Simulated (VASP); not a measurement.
# GaN in VASP: further runs, part 2 of 2

VASP 6.6.1.

## Step 3: Single point, HSE06 (strain -4.1%)

Input file POSCAR:

```
GaN
1.0
    0.0000000000      2.1574201731      2.1574201731
    2.1574201731      0.0000000000      2.1574201731
    2.1574201731      2.1574201731      0.0000000000
Ga N
1 1
Direct
    0.0000000000      0.0000000000      0.0000000000
    0.2500000000      0.2500000000      0.2500000000
```

Input file INCAR.step1:

```
PREC = Accurate
ENCUT = 520
EDIFF = 1E-5
ISMEAR = 0
SIGMA = 0.01
LREAL = False
LASPH = True
NELM = 80
ALGO = Normal
ISIF = 2
LWAVE = True
LCHARG = False
NBANDS = 16
GGA = PE
```

Input file INCAR.step2:

```
PREC = Accurate
ENCUT = 520
EDIFF = 1E-6
ISMEAR = 0
SIGMA = 0.01
LREAL = False
LASPH = True
NELM = 80
ALGO = Normal
ISIF = 2
LWAVE = False
LCHARG = False
GGA = PE
LHFCALC = True
HFSCREEN = 0.2079
PRECFOCK = Normal
NBANDS = 16
ISTART = 1
```

Input file KPOINTS:

```
Automatic mesh
0
Gamma
  6 6 6
```

Potentials or basis: VASP PAW PBE potentials, release 64 (Ga_d, N).

On the command line:

```sh
$ cat potpaw_PBE.64/Ga_d/POTCAR potpaw_PBE.64/N/POTCAR > POTCAR
$ cp INCAR.step1 INCAR
$ mpirun -np 1 vasp_std > vasp.out
$ cp INCAR.step2 INCAR
$ mpirun -np 1 vasp_std > vasp.out
```

OUTCAR:

```text
PREC = Accurate
   ENCUT = 520
   EDIFF = 1E-6
   ISMEAR = 0
   LREAL = False
   LASPH = True
   NELM = 80
   ISIF = 2
   GGA = PE
   LHFCALC = True
   HFSCREEN = 0.2079
   PRECFOCK = Normal
   ISTART = 1

 ion  position               nearest neighbor table
   1  0.000  0.000  0.000-   2 1.87   2 1.87   2 1.87   2 1.87
   2  0.250  0.250  0.250-   1 1.87   1 1.87   1 1.87   1 1.87

  LATTYP: Found a face centered cubic cell.
 ALAT       =     4.3148403462

  Lattice vectors:

 A1 = (   0.0000000000,   2.1574201731,   2.1574201731)
 A2 = (   2.1574201731,   0.0000000000,   2.1574201731)
 A3 = (   2.1574201731,   2.1574201731,   0.0000000000)

Analysis of symmetry for initial positions (statically):
=====================================================================
 Subroutine PRICEL returns:
 Original cell was already a primitive cell.

 Routine SETGRP: Setting up the symmetry group for a
 face centered cubic supercell.

 Subroutine GETGRP returns: Found 24 space group operations
 (whereof 24 operations were pure point group operations)
 out of a pool of 48 trial point group operations.

The static configuration has the point symmetry T_d .

Analysis of symmetry for dynamics (positions and initial velocities):
=====================================================================
 Subroutine PRICEL returns:
 Original cell was already a primitive cell.

 Routine SETGRP: Setting up the symmetry group for a
 face centered cubic supercell.

 Subroutine GETGRP returns: Found 24 space group operations
 (whereof 24 operations were pure point group operations)
 out of a pool of 48 trial point group operations.

The dynamic configuration has the point symmetry T_d .

 Subroutine INISYM returns: Found 24 space group operations
 (whereof 24 operations are pure point group operations),
[... 111 lines left out ...]
   LORBIT       =      0    0 simple, 1 ext, 2 COOP (PROOUT), +10 PAW based schemes
   GGA     = PE    functional components
   LHFCALC =     T    Hartree Fock is set to
   PRECFOCK=normal    Normal, Fast or Accurate (Low or Medium for compatibility)
   ENCUT4O =  -1.0   cutoff for four orbital integrals eV
   NKREDX  =     1    reduce k-point grid by
   NKREDY  =     1    reduce k-point grid by
   NKREDZ  =     1    reduce k-point grid by
   AEXX    =    0.2500 exact exchange contribution
   HFSCREEN=    0.2079 screening length (either q_TF or 0.3 A-1)
   HFSCREENC=   0.2079 screening length for correlation (either q_TF or 0.3 A-1)
   ENCUTFOCK=  -1.0 apply spherical cutoff to Coloumb kernel
   IVDW    =     0    specifies the selected vdW correction
   LEPSILON=     F    determine dielectric tensor
   LRPA    =     F    only Hartree local field effects (RPA)
 non-spin polarized calculation
 Gauss-broadening in eV      SIGMA  =   0.01
  energy-cutoff  :      520.00
  volume of cell :       20.08
 maximum number of plane-waves:       555
 NGX is ok and might be reduce to    24
  NGX = 18; NGY = 18; NGZ = 18

 number of electron      17.9999992 magnetization

 Free energy of the ion-electron system (eV)
  ---------------------------------------------------
  ext. energy  EPLUGINS =         0.00000000
  ---------------------------------------------------
  free energy    TOTEN  =       -14.50076926 eV

  energy without entropy =      -14.50076926  energy(sigma->0) =      -14.50076926

 E-fermi :   6.0928     XC(G=0): -10.1157

 val. band max:        5.9272418875   @ k =   0.0000   0.0000   0.0000
 cond. band min:       9.8763191097   @ k =   0.0000   0.0000   0.0000
 fundamental gap:      3.9490772222
 Fermi energy:         6.0928344410

 k-point     1 :       0.0000    0.0000    0.0000
  band No.  band energies     occupation
      1     -12.7447      2.00000
      2      -9.7310      2.00000
      3      -9.7310      2.00000
      4      -9.7310      2.00000
      5      -9.2643      2.00000
      6      -9.2643      2.00000
[... 281 lines left out ...]
      3      -9.4456      2.00000
      4      -9.2927      2.00000
      5      -9.2156      2.00000
      6      -6.8379      2.00000
[... 8 lines left out ...]
     15      29.9125      0.00000
     16      33.4305      0.00000

------------------------ aborting loop because EDIFF is reached ----------------------------------------

  FORCE on cell =-STRESS in cart. coord.  units (eV):
  Direction    XX          YY          ZZ          XY          YZ          ZX
  --------------------------------------------------------------------------------------
  -------------------------------------------------------------------------------------
  Total        3.9870253      3.9870253      3.9870253      0.0000000      0.0000000      0.0000000
  in kB      318.0719505    318.0719505    318.0719505      0.0000000      0.0000000      0.0000000
  external PRESSURE =     318.0719505 kB  Pullay stress =       0.0000000 kB

 VOLUME and BASIS-vectors are now :
 -----------------------------------------------------------------------------
  energy-cutoff  :      520.00
  volume of cell :       20.08
      direct lattice vectors                 reciprocal lattice vectors
     0.000000000  2.157420173  2.157420173    -0.231758285  0.231758285  0.231758285
     2.157420173  0.000000000  2.157420173     0.231758285 -0.231758285  0.231758285
     2.157420173  2.157420173  0.000000000     0.231758285  0.231758285 -0.231758285

 POSITION                                       TOTAL-FORCE (eV/Angst)
 -----------------------------------------------------------------------------------
      0.00000      0.00000      0.00000         0.000000      0.000000     -0.000000
      1.07871      1.07871      1.07871        -0.000000     -0.000000      0.000000
 -----------------------------------------------------------------------------------
    total drift:                               -0.000008     -0.000014     -0.000001

  FREE ENERGIE OF THE ION-ELECTRON SYSTEM (eV)
  ---------------------------------------------------
  free  energy   TOTEN  =       -14.5007692636 eV

  energy  without entropy=      -14.5007692636  energy(sigma->0) =      -14.50076926
```

OUTCAR.step1:

```text
PREC = Accurate
   ENCUT = 520
   EDIFF = 1E-5
   ISMEAR = 0
   LREAL = False
[... 516 lines left out ...]
      0.00000      0.00000      0.00000         0.000000     -0.000000     -0.000000
      1.07871      1.07871      1.07871        -0.000000      0.000000      0.000000
 -----------------------------------------------------------------------------------
    total drift:                                0.000002      0.000002      0.000002

  FREE ENERGIE OF THE ION-ELECTRON SYSTEM (eV)
  ---------------------------------------------------
  free  energy   TOTEN  =       -11.7895915053 eV

  energy  without entropy=      -11.7895915053  energy(sigma->0) =      -11.78959151
```

Wall time 16 min (1 thread of Intel Xeon Platinum 8488C (Sapphire Rapids), shared host); peak memory 0.26 GiB.

What came out:

```yaml
Free_energy: -14.5008 eV
Pressure: 31.8 GPa
Band_gap_on_the_k_mesh: 3.95 eV
```

Caveat: the k points lie up to 0.42 Å⁻¹ apart; the cell differs from its parent crystal (strain -4.1%); the PAW data sets were made with another functional, which shifts forces and pressure a little.

## Step 4: Single point, HSE06 (uniaxial z strain +4.8%)

Input file POSCAR:

```
GaN
1.0
    0.0000000000      2.2489525415      2.3573520540
    2.2489525415      0.0000000000      2.3573520540
    2.2489525415      2.2489525415      0.0000000000
Ga N
1 1
Direct
    0.0000000000      0.0000000000      0.0000000000
    0.2500000000      0.2500000000      0.2500000000
```

Input file INCAR.step1:

```
SYSTEM = GaN
PREC = Accurate
ENCUT = 520
EDIFF = 1E-5
ISMEAR = 0
SIGMA = 0.01
LREAL = .False.
LASPH = .True.
NELM = 100
ALGO = Normal
ISIF = 2
LWAVE = .True.
NBANDS = 16
GGA = PE
```

Input file INCAR.step2:

```
SYSTEM = GaN
PREC = Accurate
ENCUT = 520
EDIFF = 1E-6
ISMEAR = 0
SIGMA = 0.01
LREAL = .False.
LASPH = .True.
NELM = 100
ALGO = Normal
ISIF = 2
LWAVE = .False.
LCHARG = .True.
GGA = PE
LHFCALC = .True.
HFSCREEN = 0.2079
PRECFOCK = Normal
LELF = .True.
LVHAR = .True.
NBANDS = 16
ISTART = 1
```

Input file KPOINTS:

```
Automatic mesh
0
Gamma
  6 6 6
  0 0 0
```

On the command line:

```sh
$ cat potpaw_PBE.64/Ga_d/POTCAR potpaw_PBE.64/N/POTCAR > POTCAR
$ cp INCAR.step1 INCAR
$ mpirun -np 1 vasp_std > vasp.out
$ cp INCAR.step2 INCAR
$ mpirun -np 1 vasp_std > vasp.out
```

Wall time 50 min (1 thread of Intel Xeon Platinum 8259CL at 2.50GHz (Skylake/Cascade Lake), shared host); peak memory 0.26 GiB.

It converged, with:

```
Free energy            : -14.6919 eV
Pressure               : -8.6 GPa
Band gap on the k mesh : 2.58 eV
```

Stress tensor (GPa, compression positive):
```
 -6.19   0.00   0.00
  0.00  -6.19   0.00
  0.00   0.00 -13.37
```

Levels at points of the mesh, in eV from the valence-band top:
```csv
k point,band 7,band 8,band 9,band 10,band 11,band 12
"(0.00, 0.00, 0.00)",-0.23,0.00,0.00,2.58,11.52,11.52
"(0.50, 0.00, 0.00)",-7.34,-1.25,-0.88,5.63,10.11,11.31
"(0.50, 0.50, 0.00)",-6.81,-2.59,-2.59,4.55,8.32,12.72
"(0.50, 0.00, 0.50)",-6.29,-2.96,-2.93,4.25,7.56,13.36
```

Caveat: the cell differs from its parent crystal (uniaxial z strain +4.8%); the cell stands under tension; the PAW data sets were made with another functional, which shifts forces and pressure a little.

## Step 5: Overview

```csv
level,cell,k mesh,grid for exact exchange (PRECFOCK),share of exact exchange,screening parameter,gap on the mesh (eV),pressure (GPa)
r2SCAN,"a = 3.258, b = 3.258, c = 3.180 Å, angles 60.8, 60.8, 58.4°, 2 atoms",10 × 10 × 10,-,-,-,1.76,-7.6
HSE06,"a = 3.051 Å, angles 60.0°, 2 atoms",6 × 6 × 6,Normal,0.25,0.2079 1/Å,3.95,31.8
HSE06,"a = 3.258, b = 3.258, c = 3.180 Å, angles 60.8, 60.8, 58.4°, 2 atoms",6 × 6 × 6,Normal,0.25,0.2079 1/Å,2.58,-8.6
```

Alike in all rows: task single point; potentials or basis VASP PAW PBE potentials, release 64 (Ga_d, N); no spin polarisation; cutoff (eV) 520; smearing gaussian 0.01 eV.

Caveats: some runs use coarse meshes; the PAW data sets were made with another functional, which shifts forces and pressure a little; the cell stands under tension (at least some runs).

Total energies depend on the potentials used, so only differences within one code and one set of settings carry meaning.
